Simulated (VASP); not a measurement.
# Si3C (Pmc2_1) in VASP: single point with r2SCAN

Aim: the single point of Si3C with r2SCAN.

Program: VASP 6.6.1. These are calculated values, not measurements. Logs are shortened: lines on timing, memory, paths and dates and some standing lists are left out, and cuts for length are marked.

## Step 1: The cell of the first run

The structure is orthorhombic, space group Pmc2_1 (No. 26). Conventional cell: a = 3.408 Å, b = 6.043 Å, c = 5.681 Å, α = 90.00°, β = 90.00°, γ = 90.00°. Si (site symmetry m) has 2 C at 1.92 to 1.93 Å and 2 Si at 2.28 Å within 2.5 Å. Si (site symmetry m) has 2 C at 1.98 Å and 2 Si at 2.33 to 2.34 Å within 2.6 Å. Si (site symmetry m) has 4 Si at 2.28 to 2.34 Å within 3.0 Å. C (site symmetry m) has 4 Si at 1.92 to 1.98 Å within 2.5 Å.

## Step 2: Single point, r2SCAN

POSCAR

```
Si3C
1.0
    1.7038638556     -2.9511787671      0.0000000000
    0.0000000000      0.0000000000     -5.6811883668
    5.2337927817      3.0217316715      0.0000000000
Si C
6 2
Direct
    0.5000000000      0.9038633637      0.1382696592
    0.0000000000      0.9691284673      0.7161960815
    0.0000000000      0.4691284673      0.2838039185
    0.5000000000      0.4038633637      0.8617303408
    0.0000000000      0.5635579882      0.6601076645
    0.0000000000      0.0635579882      0.3398923355
    0.5000000000      0.5634501808      0.1413559404
    0.5000000000      0.0634501808      0.8586440596
```

INCAR.step1

```
  ALGO = Normal
  EDIFF = 1E-4
  ENCUT = 520
  GGA = PE
  ISMEAR = 0
  LASPH = T
  LCHARG = F
  LREAL = F
  LWAVE = T
  NBANDS = 26
  NELM = 80
  PREC = Accurate
  SIGMA = 0.02
```

INCAR.step2

```
  ALGO = Normal
  EDIFF = 1E-7
  ENCUT = 520
  ISIF = 2
  ISMEAR = 0
  ISTART = 1
  LASPH = T
  LCHARG = F
  LMIXTAU = T
  LREAL = F
  LWAVE = F
  METAGGA = R2SCAN
  NBANDS = 26
  NELM = 80
  PREC = Accurate
  SIGMA = 0.02
```

KPOINTS

```
k-points
0
Gamma
  8 6 6
```

Potentials or basis: VASP PAW PBE potentials, release 64 (Si, C).

Run with:

```
$ cat potpaw_PBE.64/Si/POTCAR potpaw_PBE.64/C/POTCAR > POTCAR
$ cp INCAR.step1 INCAR
$ mpirun -np 1 vasp_std > vasp.out
$ cp INCAR.step2 INCAR
$ mpirun -np 1 vasp_std > vasp.out
```

OUTCAR:

```text
EDIFF = 1E-7
   ENCUT = 520
   ISIF = 2
   ISMEAR = 0
   ISTART = 1
   LASPH = T
   LREAL = F
   METAGGA = R2SCAN
   NELM = 80
   PREC = Accurate

 ion  position               nearest neighbor table
   1  0.500  0.904  0.138-   8 1.92   7 1.93   6 2.28   6 2.28   2 3.09   2 3.09   3 3.13   3 3.13

   2  0.000  0.969  0.716-   8 1.98   8 1.98   5 2.33   6 2.34   1 3.09   1 3.09   4 3.13   4 3.13

   3  0.000  0.469  0.284-   7 1.98   7 1.98   6 2.33   5 2.34   4 3.09   4 3.09   1 3.13   1 3.13

   4  0.500  0.404  0.862-   7 1.92   8 1.93   5 2.28   5 2.28   3 3.09   3 3.09   2 3.13   2 3.13

   5  0.000  0.564  0.660-   4 2.28   4 2.28   2 2.33   3 2.34
   6  0.000  0.064  0.340-   1 2.28   1 2.28   3 2.33   2 2.34
   7  0.500  0.563  0.141-   4 1.92   1 1.93   3 1.98   3 1.98
   8  0.500  0.063  0.859-   1 1.92   4 1.93   2 1.98   2 1.98

  LATTYP: Found a simple orthorhombic cell.
 ALAT       =     3.4077277112
 B/A-ratio  =     1.6671485659
 C/A-ratio  =     1.7734584025

  Lattice vectors:

 A1 = (   1.7038638556,  -2.9511787671,   0.0000000000)
 A2 = (   0.0000000000,   0.0000000000,  -5.6811883668)
 A3 = (   5.2337927817,   3.0217316715,   0.0000000000)

Analysis of symmetry for initial positions (statically):
=====================================================================
 Subroutine PRICEL returns:
 Original cell was already a primitive cell.

 Routine SETGRP: Setting up the symmetry group for a
 simple orthorhombic supercell.

 Subroutine GETGRP returns: Found  4 space group operations
 (whereof  2 operations were pure point group operations)
 out of a pool of  8 trial point group operations.

The static configuration has the point symmetry C_1h.
 The point group associated with its full space group is C_2v.

Analysis of symmetry for dynamics (positions and initial velocities):
=====================================================================
 Subroutine PRICEL returns:
 Original cell was already a primitive cell.

 Routine SETGRP: Setting up the symmetry group for a
 simple orthorhombic supercell.

 Subroutine GETGRP returns: Found  4 space group operations
 (whereof  2 operations were pure point group operations)
 out of a pool of  8 trial point group operations.

The dynamic configuration has the point symmetry C_1h.
 The point group associated with its full space group is C_2v.

 Subroutine INISYM returns: Found  4 space group operations
 (whereof  2 operations are pure point group operations),
 and found     1 'primitive' translations

----------------------------------------------------------------------------------------

                                     Primitive cell

  volume of cell :     117.0011

  direct lattice vectors                    reciprocal lattice vectors
     1.703863856 -2.951178767  0.000000000     0.146725338 -0.254135740  0.000000000
     0.000000000  0.000000000 -5.681188367     0.000000000  0.000000000 -0.176019511
     5.233792782  3.021731671  0.000000000     0.143299521  0.082734017  0.000000000

  length of vectors
     3.407727711  5.681188367  6.043463343     0.293450676  0.176019511  0.165468034

  position of ions in fractional coordinates (direct lattice)
     0.500000000  0.903863364  0.138269659
     0.000000000  0.969128467  0.716196082
     0.000000000  0.469128467  0.283803918
     0.500000000  0.403863364  0.861730341
     0.000000000  0.563557988  0.660107665
     0.000000000  0.063557988  0.339892335
     0.500000000  0.563450181  0.141355940
     0.500000000  0.063450181  0.858644060

  ion indices of the primitive-cell ions
   primitive index   ion index
                 1           1
                 2           2
                 3           3
                 4           4
                 5           5
                 6           6
                 7           7
                 8           8

----------------------------------------------------------------------------------------

 KPOINTS: k-points

Automatic generation of k-mesh.
 Grid dimensions read from file:
 generate k-points for:    8    6    6

 Generating k-lattice:

  Cartesian coordinates                     Fractional coordinates (reciprocal lattice)
     0.018340667 -0.031766968  0.000000000     0.125000000  0.000000000  0.000000000
     0.000000000  0.000000000 -0.029336585     0.000000000  0.166666667  0.000000000
     0.023883254  0.013789003  0.000000000     0.000000000  0.000000000  0.166666667

  Length of vectors
     0.036681334  0.029336585  0.027578006

  Shift w.r.t. Gamma in fractional coordinates (k-lattice)
     0.000000000  0.000000000  0.000000000

 Subroutine IBZKPT returns following result:
 ===========================================

 Found     80 irreducible k-points:

 Following reciprocal coordinates:
            Coordinates               Weight
  0.000000  0.000000  0.000000      1.000000
  0.125000  0.000000 -0.000000      2.000000
  0.250000  0.000000 -0.000000      2.000000
  0.375000  0.000000 -0.000000      2.000000
  0.500000  0.000000 -0.000000      1.000000
  0.000000  0.166667  0.000000      2.000000
[... 16 lines left out ...]
  0.250000  0.000000  0.166667      4.000000
  0.375000  0.000000  0.166667      4.000000
 [... further k-points ...]
   k-points           NKPTS =     80   k-points in BZ     NKDIM =     80   number of bands    NBANDS=     26
   number of dos      NEDOS =    301   number of ions     NIONS =      8
   total plane-waves  NPLWV =  56448
   dimension x,y,z NGX =    28 NGY =   42 NGZ =   48
   dimension x,y,z NGXF=    56 NGYF=   84 NGZF=   96
   ions per type =               6   2
   NGX,Y,Z   is equivalent  to a cutoff of  13.66, 12.29, 13.20 a.u.
   NGXF,Y,Z  is equivalent  to a cutoff of  27.32, 24.58, 26.41 a.u.
 SYSTEM =  unknown system
   PREC   = accura    normal or accurate (medium, high low for compatibility)
   ISTART =      1    job   : 0-new  1-cont  2-samecut
   ICHARG =      0    charge: 1-file 2-atom 10-const
   ISPIN  =      1    spin polarized calculation?
   LNONCOLLINEAR =      F non collinear calculations
   LSORBIT =      F    spin-orbit coupling
   LASPH  =      T    aspherical Exc in radial PAW
   ENCUT  =  520.0 eV  38.22 Ry    6.18 a.u.   6.34 10.56 11.24*2*pi/ulx,y,z
   NELM   =     80;   NELMIN=  2; NELMDL=  0     # of ELM steps
   EDIFF  = 0.1E-06   stopping-criterion for ELM
   LREAL  =      F    real-space projection
   EDIFFG = 0.1E-05   stopping-criterion for IOM
   NSW    =      0    number of steps for IOM
   IBRION =     -1    ionic relax: 0-MD 1-quasi-New 2-CG
   NFREE  =      0    steps in history (QN), initial steepest desc. (CG)
   ISIF   =      2    stress and relaxation
   ISYM   =      2    0-nonsym 1-usesym 2-fastsym
   POTIM  = 0.5000    time-step for ionic-motion
   TEBEG  =    0.0;   TEEND  =   0.0 temperature during run
   PSTRESS=    0.0 pullay stress
   NELECT =      32.0000    total number of electrons
   NUPDOWN=      -1.0000    fix difference up-down
   EMIN   =  10.00;   EMAX   =-10.00  energy-range for DOS
   EFERMI =   0.00;   METHOD = LEGACY
   ISMEAR =     0;   SIGMA  =   0.02  broadening in eV -4-tet -1-fermi 0-gaus
   EFERMI_NEDOS =   21; number of points for ismear=-14 and -15
   IALGO  =     38    algorithm
   IMIX   =      4    mixing-type and parameters
     AMIX     =   0.40;   BMIX     =  1.00
     AMIX_MAG =   1.60;   BMIX_MAG =  1.00
  volume/ion in A,a.u.               =      14.63        98.70
  Fermi-wavevector in a.u.,A,eV,Ry     =   1.062661  2.008139 15.364364  1.129249
  Thomas-Fermi vector in A             =   2.198120
   LORBIT       =      0    0 simple, 1 ext, 2 COOP (PROOUT), +10 PAW based schemes
   METAGGA = R2SCAN    functional components
   LHFCALC =     F    Hartree Fock is set to
   AEXX    =    0.0000 exact exchange contribution
   IVDW    =     0    specifies the selected vdW correction
   LEPSILON=     F    determine dielectric tensor
   LRPA    =     F    only Hartree local field effects (RPA)
 non-spin polarized calculation
 Gauss-broadening in eV      SIGMA  =   0.02
  energy-cutoff  :      520.00
  volume of cell :      117.00
 maximum number of plane-waves:      3194
 NGX is ok and might be reduce to    28
   NGX = 13   NGY = 21   NGZ = 23

 number of electron      31.9999998 magnetization

 Free energy of the ion-electron system (eV)
  ---------------------------------------------------
  ext. energy  EPLUGINS =         0.00000000
  ---------------------------------------------------
  free energy    TOTEN  =       -71.22176792 eV

  energy without entropy =      -71.22156003  energy(sigma->0) =      -71.22166397

 E-fermi :   8.2514     XC(G=0): -10.8300

 val. band max:        8.2458169016   @ k =   0.0000   0.1667   0.0000
 cond. band min:       8.2568290854   @ k =  -0.0000   0.0000   0.5000
 fundamental gap:      0.0110121838
 Fermi energy:         8.2514372739

 k-point     1 :       0.0000    0.0000    0.0000
  band No.  band energies     occupation
      1      -7.9977      2.00000
      2      -6.1635      2.00000
      3      -3.2321      2.00000
      4      -2.7056      2.00000
      5      -1.2461      2.00000
      6      -0.6915      2.00000
[... 18 lines left out ...]
     25      13.2445      0.00000
     26      13.5030      0.00000

 k-point     2 :       0.1250    0.0000   -0.0000
  band No.  band energies     occupation
      1      -7.8409      2.00000
      2      -6.0246      2.00000
      3      -3.0469      2.00000
      4      -2.6646      2.00000
      5      -1.1121      2.00000
      6      -0.5181      2.00000
[... 18 lines left out ...]
     25      13.4199      0.00000
     26      13.6401      0.00000

 k-point     3 :       0.2500    0.0000   -0.0000
  band No.  band energies     occupation
      1      -7.3939      2.00000
      2      -5.6366      2.00000
      3      -2.7307      2.00000
      4      -2.5027      2.00000
      5      -0.7958      2.00000
      6      -0.0215      2.00000
[... 572 lines left out ...]
 k-point    23 :       0.2500    0.0000    0.1667
  band No.  band energies     occupation
      1      -7.3472      2.00000
      2      -5.6923      2.00000
      3      -3.1205      2.00000
      4      -2.0570      2.00000
      5      -0.7902      2.00000
      6      -0.4828      2.00000
[... 18 lines left out ...]
     25      13.6524      0.00000
     26      14.0185      0.00000

 k-point    24 :       0.3750    0.0000    0.1667
  band No.  band energies     occupation
      1      -6.7369      2.00000
      2      -5.1607      2.00000
      3      -3.2411      2.00000
      4      -1.7182      2.00000
      5      -1.0464      2.00000
      6       0.0513      2.00000
[... 18 lines left out ...]
     25      14.0324      0.00000
     26      14.4528      0.00000

 [... further k-points ...]
[... 5 lines left out ...]
  --------------------------------------------------------------------------------------
  -------------------------------------------------------------------------------------
  Total       -0.1884318     -0.1680311     -0.2005780     -0.0176675      0.0000000      0.0000000
  in kB       -2.5803279     -2.3009671     -2.7466536     -0.2419335      0.0000000      0.0000000
  external PRESSURE =      -2.5426495 kB  Pullay stress =       0.0000000 kB

 VOLUME and BASIS-vectors are now :
 -----------------------------------------------------------------------------
  energy-cutoff  :      520.00
  volume of cell :      117.00
      direct lattice vectors                 reciprocal lattice vectors
     1.703863856 -2.951178767  0.000000000     0.146725338 -0.254135740  0.000000000
     0.000000000  0.000000000 -5.681188367     0.000000000  0.000000000 -0.176019511
     5.233792782  3.021731671  0.000000000     0.143299521  0.082734017  0.000000000

 POSITION                                       TOTAL-FORCE (eV/Angst)
 -----------------------------------------------------------------------------------
      1.57561     -1.05778     -5.13502         0.020158      0.011638     -0.019670
      3.74842      2.16415     -5.50580        -0.022274     -0.012860      0.018101
      1.48537      0.85758     -2.66521         0.022274      0.012860      0.018101
      5.36205      1.12833     -2.29442        -0.020158     -0.011638     -0.019670
      3.45487      1.99467     -3.20168         0.004893      0.002825      0.000383
      1.77893      1.02706     -0.36108        -0.004893     -0.002825      0.000383
      1.59176     -1.04845     -3.20107        -0.009853     -0.005688      0.001187
      5.34590      1.11900     -0.36047         0.009853      0.005688      0.001187
 -----------------------------------------------------------------------------------
    total drift:                               -0.000000     -0.000000     -0.001435

  FREE ENERGIE OF THE ION-ELECTRON SYSTEM (eV)
  ---------------------------------------------------
  free  energy   TOTEN  =       -71.2217679205 eV

  energy  without entropy=      -71.2215600272  energy(sigma->0) =      -71.22166397
```

Run time: 14 min. Hardware: 1 thread of Oxide Virtual Turin-like, shared host; peak memory 0.32 GiB.

What came out:

- Free energy: -71.2218 eV
- Pressure: -0.3 GPa
- Largest force: 0.031 eV/Å
- Band gap on the k mesh: zero (band 16 reaches 8.31 eV, above the bottom of band 17 at 8.24 eV)

Forces in eV/Å, atoms in the order of the input:
```
Si   0.020  0.012 -0.020
Si  -0.022 -0.013  0.018
Si   0.022  0.013  0.018
Si  -0.020 -0.012 -0.020
Si   0.005  0.003  0.000
Si  -0.005 -0.003  0.000
C   -0.010 -0.006  0.001
C    0.010  0.006  0.001
```

Levels at points of the mesh, in eV from the Fermi level:
```tsv
k point	band 13	band 14	band 15	band 16	band 17	band 18	band 19	band 20
(0.00, 0.00, 0.00)	-1.61	-1.28	-0.47	-0.29	0.11	0.76	2.53	2.95
(0.50, 0.00, 0.00)	-4.82	-4.15	-4.06	-3.21	0.62	1.37	2.54	4.16
(0.00, 0.50, 0.00)	-1.89	-1.89	-0.50	-0.50	0.17	0.17	1.72	1.72
(0.50, 0.50, 0.00)	-4.48	-4.48	-2.36	-2.36	1.51	1.51	2.54	2.54
(0.00, 0.00, 0.50)	-3.06	-2.09	-0.95	0.01	0.31	1.31	2.72	3.27
(0.50, 0.00, 0.50)	-4.21	-3.57	-2.95	-2.39	0.26	0.26	1.73	2.54
(0.00, 0.50, 0.50)	-3.43	-3.43	-0.91	-0.91	0.89	0.89	2.25	2.25
(0.50, 0.50, 0.50)	-3.69	-3.69	-2.26	-2.26	0.55	0.55	0.95	0.95
```

Caveat: the PAW data sets were made with another functional, which shifts forces and pressure a little.
